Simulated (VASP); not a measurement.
# Ga3Sb2As (P3m1) in VASP: single point with PBE

Aim: the single point of Ga3Sb2As with PBE.

Everything below comes from runs of VASP 6.6.1. Logs are shortened: lines on timing, memory, paths and dates and some standing lists are left out, and cuts for length are marked.

### Step 1. The cell of the first run

Symmetry: P3m1, No. 156, trigonal system. The conventional cell has a = 4.291 Å, b = 4.291 Å, c = 10.502 Å, α = 90.00°, β = 90.00°, γ = 120.00°. Ga (site symmetry 3m) has 1 As at 2.49 Å and 3 Sb at 2.65 Å within 3.3 Å. Within 3.5 Å of Ga (site symmetry 3m) lie 4 Sb at 2.65 to 2.68 Å. Ga (site symmetry 3m) has 3 As at 2.59 Å and 1 Sb at 2.69 Å within 3.4 Å. Within 3.5 Å of Sb (site symmetry 3m) lie 4 Ga at 2.65 to 2.68 Å. Within 3.5 Å of Sb (site symmetry 3m) lie 4 Ga at 2.65 to 2.69 Å. Within 3.3 Å of As (site symmetry 3m) lie 4 Ga at 2.49 to 2.59 Å.

### Step 2. Single point, PBE

The input, POSCAR:

```
Ga3Sb2As
1.0
    4.2905747075      0.0000000289      0.0000000000
   -2.1452873787      3.7157466791      0.0000000000
    0.0000000000      0.0000000000     10.5020546000
Ga Sb As
3 2 1
Direct
    0.0000000000      0.0000000000      0.9876830000
    0.6666666667      0.3333333333      0.3326720000
    0.3333333333      0.6666666667      0.6789970000
    0.6666666667      0.3333333333      0.0776450000
    0.3333333333      0.6666666667      0.4223990000
    0.0000000000      0.0000000000      0.7506030000
```

The input, INCAR.step1:

```
ALGO = Normal ; EDIFF = 1E-7
ENCUT = 520 ; GGA = PE
ISIF = 2 ; ISMEAR = 0
LASPH = T ; LCHARG = T
LREAL = F ; LWAVE = F
NBANDS = 36 ; NELM = 100
PREC = Accurate ; SIGMA = 0.1
```

The input, KPOINTS.step1:

```
k-points
0
Gamma
  12 12 4
```

The input, INCAR.step2:

```
ALGO = Normal ; EDIFF = 1E-7
ENCUT = 520 ; GGA = PE
ICHARG = 11 ; ISIF = 2
ISMEAR = -5 ; LASPH = T
LCHARG = F ; LORBIT = 10
LREAL = F ; LWAVE = F
NEDOS = 1001 ; NELM = 100
PREC = Accurate ; SIGMA = 0.1
```

The input, KPOINTS.step2:

```
k-points
0
Gamma
  18 18 6
```

Potentials or basis: VASP PAW PBE potentials, release 64 (Ga_d, Sb, As).

Started as:

```sh
> cat potpaw_PBE.64/Ga_d/POTCAR potpaw_PBE.64/Sb/POTCAR potpaw_PBE.64/As/POTCAR > POTCAR
> cp INCAR.step1 INCAR
> cp KPOINTS.step1 KPOINTS
> mpirun -np 1 vasp_std > vasp.out
> cp INCAR.step2 INCAR
> cp KPOINTS.step2 KPOINTS
> mpirun -np 1 vasp_std > vasp.out
```

OUTCAR:

```text
EDIFF = 1E-7
   ENCUT = 520
   GGA = PE
   ICHARG = 11
   ISIF = 2
   ISMEAR = -5
   LASPH = T
   LORBIT = 10
   LREAL = F
   NELM = 100
   PREC = Accurate

 ion  position               nearest neighbor table
   1  0.000  0.000  0.988-   6 2.49   4 2.65   4 2.65   4 2.65
   2  0.667  0.333  0.333-   5 2.65   5 2.65   5 2.65   4 2.68
   3  0.333  0.667  0.679-   6 2.59   6 2.59   6 2.59   5 2.69
   4  0.667  0.333  0.078-   1 2.65   1 2.65   1 2.65   2 2.68
   5  0.333  0.667  0.422-   2 2.65   2 2.65   2 2.65   3 2.69
   6  0.000  0.000  0.751-   1 2.49   3 2.59   3 2.59   3 2.59

  LATTYP: Found a hexagonal cell.
 ALAT       =     4.2905747075
 C/A-ratio  =     2.4477034700

  Lattice vectors:

 A1 = (   4.2905747075,   0.0000000289,   0.0000000000)
 A2 = (  -2.1452873787,   3.7157466791,   0.0000000000)
 A3 = (   0.0000000000,   0.0000000000,  10.5020546000)

Analysis of symmetry for initial positions (statically):
=====================================================================
 Subroutine PRICEL returns:
 Original cell was already a primitive cell.

 Routine SETGRP: Setting up the symmetry group for a
 hexagonal supercell.

 Subroutine GETGRP returns: Found  6 space group operations
 (whereof  6 operations were pure point group operations)
 out of a pool of 24 trial point group operations.

The static configuration has the point symmetry C_3v.

Analysis of symmetry for dynamics (positions and initial velocities):
=====================================================================
 Subroutine PRICEL returns:
 Original cell was already a primitive cell.

 Routine SETGRP: Setting up the symmetry group for a
 hexagonal supercell.

 Subroutine GETGRP returns: Found  6 space group operations
 (whereof  6 operations were pure point group operations)
 out of a pool of 24 trial point group operations.

The dynamic configuration has the point symmetry C_3v.

 Subroutine INISYM returns: Found  6 space group operations
 (whereof  6 operations are pure point group operations),
 and found     1 'primitive' translations

----------------------------------------------------------------------------------------

                                     Primitive cell

  volume of cell :     167.4310

  direct lattice vectors                    reciprocal lattice vectors
     4.290574708  0.000000029  0.000000000     0.233069009  0.134562457  0.000000000
    -2.145287379  3.715746679  0.000000000    -0.000000002  0.269124911  0.000000000
     0.000000000  0.000000000 10.502054600     0.000000000  0.000000000  0.095219463

  length of vectors
     4.290574708  4.290574707 10.502054600     0.269124911  0.269124911  0.095219463

  position of ions in fractional coordinates (direct lattice)
     0.000000000  0.000000000  0.987683000
     0.666666667  0.333333333  0.332672000
     0.333333333  0.666666667  0.678997000
     0.666666667  0.333333333  0.077645000
     0.333333333  0.666666667  0.422399000
     0.000000000  0.000000000  0.750603000

  ion indices of the primitive-cell ions
   primitive index   ion index
                 1           1
                 2           2
                 3           3
                 4           4
                 5           5
                 6           6

----------------------------------------------------------------------------------------

 KPOINTS: k-points

Automatic generation of k-mesh.
 Grid dimensions read from file:
 generate k-points for:   18   18    6

 Generating k-lattice:

  Cartesian coordinates                     Fractional coordinates (reciprocal lattice)
     0.012948278  0.007475692  0.000000000     0.055555556  0.000000000  0.000000000
    -0.000000000  0.014951384  0.000000000     0.000000000  0.055555556  0.000000000
     0.000000000  0.000000000  0.015869911     0.000000000  0.000000000  0.166666667

  Length of vectors
     0.014951384  0.014951384  0.015869911

  Shift w.r.t. Gamma in fractional coordinates (k-lattice)
     0.000000000  0.000000000  0.000000000

 TETIRR: Found   2825 inequivalent tetrahedra from    11664

 Subroutine IBZKPT returns following result:
 ===========================================

 Found    202 irreducible k-points:

 Following reciprocal coordinates:
            Coordinates               Weight
  0.000000  0.000000  0.000000      1.000000
  0.055556  0.000000  0.000000      6.000000
  0.111111  0.000000  0.000000      6.000000
  0.166667  0.000000  0.000000      6.000000
  0.222222  0.000000  0.000000      6.000000
  0.277778  0.000000  0.000000      6.000000
[... 16 lines left out ...]
  0.333333  0.111111  0.000000     12.000000
  0.388889  0.111111  0.000000     12.000000
 [... further k-points ...]
   k-points           NKPTS =    202   k-points in BZ     NKDIM =    202   number of bands    NBANDS=     32
   number of dos      NEDOS =   1001   number of ions     NIONS =      6
   total plane-waves  NPLWV =  81920
   dimension x,y,z NGX =    32 NGY =   32 NGZ =   80
   dimension x,y,z NGXF=    64 NGYF=   64 NGZF=  160
   ions per type =               3   2   1
   NGX,Y,Z   is equivalent  to a cutoff of  12.40, 12.40, 12.66 a.u.
   NGXF,Y,Z  is equivalent  to a cutoff of  24.80, 24.80, 25.33 a.u.
 SYSTEM =  unknown system
   PREC   = accura    normal or accurate (medium, high low for compatibility)
   ISTART =      0    job   : 0-new  1-cont  2-samecut
   ICHARG =     11    charge: 1-file 2-atom 10-const
   ISPIN  =      1    spin polarized calculation?
   LNONCOLLINEAR =      F non collinear calculations
   LSORBIT =      F    spin-orbit coupling
   LASPH  =      T    aspherical Exc in radial PAW
   ENCUT  =  520.0 eV  38.22 Ry    6.18 a.u.   7.98  7.98 19.53*2*pi/ulx,y,z
   NELM   =    100;   NELMIN=  2; NELMDL=  0     # of ELM steps
   EDIFF  = 0.1E-06   stopping-criterion for ELM
   LREAL  =      F    real-space projection
   EDIFFG = 0.1E-05   stopping-criterion for IOM
   NSW    =      0    number of steps for IOM
   IBRION =     -1    ionic relax: 0-MD 1-quasi-New 2-CG
   NFREE  =      0    steps in history (QN), initial steepest desc. (CG)
   ISIF   =      2    stress and relaxation
   ISYM   =      2    0-nonsym 1-usesym 2-fastsym
   POTIM  = 0.5000    time-step for ionic-motion
   TEBEG  =    0.0;   TEEND  =   0.0 temperature during run
   PSTRESS=    0.0 pullay stress
   NELECT =      54.0000    total number of electrons
   NUPDOWN=      -1.0000    fix difference up-down
   EMIN   =  10.00;   EMAX   =-10.00  energy-range for DOS
   EFERMI =   0.00;   METHOD = LEGACY
   ISMEAR =    -5;   SIGMA  =   0.10  broadening in eV -4-tet -1-fermi 0-gaus
   EFERMI_NEDOS =   21; number of points for ismear=-14 and -15
   IALGO  =     38    algorithm
   IMIX   =      4    mixing-type and parameters
     AMIX     =   0.40;   BMIX     =  1.00
     AMIX_MAG =   1.60;   BMIX_MAG =  1.00
  volume/ion in A,a.u.               =      27.91       188.31
  Fermi-wavevector in a.u.,A,eV,Ry     =   1.122692  2.121581 17.149305  1.260438
  Thomas-Fermi vector in A             =   2.259354
   LORBIT       =     10    0 simple, 1 ext, 2 COOP (PROOUT), +10 PAW based schemes
   GGA     = PE    functional components
   LHFCALC =     F    Hartree Fock is set to
   AEXX    =    0.0000 exact exchange contribution
   IVDW    =     0    specifies the selected vdW correction
   LEPSILON=     F    determine dielectric tensor
   LRPA    =     F    only Hartree local field effects (RPA)
 non-spin polarized calculation
 Fermi weights with tetrahedron method with Bloechl corrections
  energy-cutoff  :      520.00
  volume of cell :      167.43
 maximum number of plane-waves:      4548

 number of electron      53.9999988 magnetization

 Free energy of the ion-electron system (eV)
  ---------------------------------------------------
  ext. energy  EPLUGINS =         0.00000000
  ---------------------------------------------------
  free energy    TOTEN  =       -22.84936243 eV

  energy without entropy =      -22.84936243  energy(sigma->0) =      -22.84936243

 E-fermi :   4.2423     XC(G=0):  -9.0300

 val. band max:        4.2412097054   @ k =   0.0000   0.0000   0.1667
 cond. band min:       4.1677922557   @ k =   0.0000   0.0000   0.3333
 fundamental gap:     -0.0734174497
 Fermi energy:         4.2423329037

 k-point     1 :       0.0000    0.0000    0.0000
  band No.  band energies     occupation
      1     -10.9199      2.00000
      2     -10.8889      2.00000
      3     -10.8889      2.00000
      4     -10.8515      2.00000
      5     -10.8515      2.00000
      6     -10.7094      2.00000
[... 24 lines left out ...]
     31       7.1927      0.00000
     32       7.2104      0.00000

 k-point     2 :       0.0556    0.0000    0.0000
  band No.  band energies     occupation
      1     -10.9200      2.00000
      2     -10.8894      2.00000
      3     -10.8885      2.00000
      4     -10.8517      2.00000
      5     -10.8514      2.00000
      6     -10.7097      2.00000
[... 24 lines left out ...]
     31       7.1856      0.00000
     32       7.2976      0.00000

 k-point     3 :       0.1111    0.0000    0.0000
  band No.  band energies     occupation
      1     -10.9204      2.00000
      2     -10.8907      2.00000
      3     -10.8873      2.00000
      4     -10.8522      2.00000
      5     -10.8513      2.00000
      6     -10.7106      2.00000
[... 24 lines left out ...]
     31       7.1746      0.00000
     32       7.5959      0.00000

 k-point     4 :       0.1667    0.0000    0.0000
  band No.  band energies     occupation
      1     -10.9214      2.00000
      2     -10.8921      2.00000
      3     -10.8854      2.00000
      4     -10.8530      2.00000
      5     -10.8509      2.00000
      6     -10.7122      2.00000
[... 24 lines left out ...]
     31       7.2128      0.00000
     32       7.5991      0.00000

 k-point     5 :       0.2222    0.0000    0.0000
  band No.  band energies     occupation
      1     -10.9233      2.00000
      2     -10.8933      2.00000
      3     -10.8833      2.00000
      4     -10.8539      2.00000
      5     -10.8504      2.00000
      6     -10.7145      2.00000
[... 584 lines left out ...]
     31       7.1429      0.00000
     32       7.6920      0.00000

 k-point    22 :       0.2778    0.1111    0.0000
  band No.  band energies     occupation
      1     -10.9289      2.00000
      2     -10.8944      2.00000
      3     -10.8791      2.00000
      4     -10.8555      2.00000
      5     -10.8492      2.00000
      6     -10.7196      2.00000
[... 24 lines left out ...]
     31       6.8474      0.00000
     32       7.7921      0.00000

 k-point    23 :       0.3333    0.1111    0.0000
  band No.  band energies     occupation
      1     -10.9313      2.00000
      2     -10.8941      2.00000
      3     -10.8780      2.00000
      4     -10.8560      2.00000
      5     -10.8486      2.00000
      6     -10.7216      2.00000
[... 24 lines left out ...]
     31       6.6697      0.00000
     32       7.8059      0.00000

 k-point    24 :       0.3889    0.1111    0.0000
  band No.  band energies     occupation
      1     -10.9329      2.00000
      2     -10.8938      2.00000
      3     -10.8774      2.00000
      4     -10.8564      2.00000
      5     -10.8482      2.00000
      6     -10.7229      2.00000
[... 24 lines left out ...]
     31       6.5453      0.00000
     32       7.7764      0.00000

 [... further k-points ...]

------------------------ aborting loop because EDIFF is reached ----------------------------------------

  FORCE on cell =-STRESS in cart. coord.  units (eV):
  Direction    XX          YY          ZZ          XY          YZ          ZX
  --------------------------------------------------------------------------------------
  -------------------------------------------------------------------------------------
  Total       -0.0590262     -0.0590262      0.0099156     -0.0000000     -0.0000000     -0.0000000
  in kB       -0.5648327     -0.5648327      0.0948844     -0.0000000     -0.0000000     -0.0000000
  external PRESSURE =      -0.3449270 kB  Pullay stress =       0.0000000 kB

 VOLUME and BASIS-vectors are now :
 -----------------------------------------------------------------------------
  energy-cutoff  :      520.00
  volume of cell :      167.43
      direct lattice vectors                 reciprocal lattice vectors
     4.290574708  0.000000029  0.000000000     0.233069009  0.134562457  0.000000000
    -2.145287379  3.715746679  0.000000000    -0.000000002  0.269124911  0.000000000
     0.000000000  0.000000000 10.502054600     0.000000000  0.000000000  0.095219463

 POSITION                                       TOTAL-FORCE (eV/Angst)
 -----------------------------------------------------------------------------------
      0.00000      0.00000     10.37270        -0.000000      0.000000      0.019514
      2.14529      1.23858      3.49374         0.000000      0.000000      0.007216
     -0.00000      2.47716      7.13086         0.000000     -0.000000     -0.010579
      2.14529      1.23858      0.81543        -0.000000      0.000000     -0.008065
     -0.00000      2.47716      4.43606        -0.000000      0.000000     -0.005610
      0.00000      0.00000      7.88287        -0.000000      0.000000     -0.002476
 -----------------------------------------------------------------------------------
    total drift:                               -0.000055      0.000033      0.002041

  FREE ENERGIE OF THE ION-ELECTRON SYSTEM (eV)
  ---------------------------------------------------
  free  energy   TOTEN  =       -22.8493624260 eV

  energy  without entropy=      -22.8493624260  energy(sigma->0) =      -22.84936243

 total charge

# of ion       s       p       d       tot
------------------------------------------
    1        0.903   0.764   9.968  11.636
    2        0.909   0.758   9.961  11.627
    3        0.903   0.660   9.965  11.528
    4        1.130   1.338   0.027   2.494
    5        1.131   1.335   0.027   2.493
    6        1.228   1.493   0.024   2.744
--------------------------------------------------
tot          6.203   6.348  29.972  42.523
```

Wall time 15 min (1 thread of Intel Xeon Platinum 8488C (Sapphire Rapids), shared host); peak memory 1 GiB.

Results:

```yaml
Valence_electrons_inside_the_program's_atomic_spheres: Ga 11.64, 11.63, 11.53; Sb 2.49; As 2.74
```

Caveat: spin-orbit coupling is left out, which moves the levels of the heavy elements.
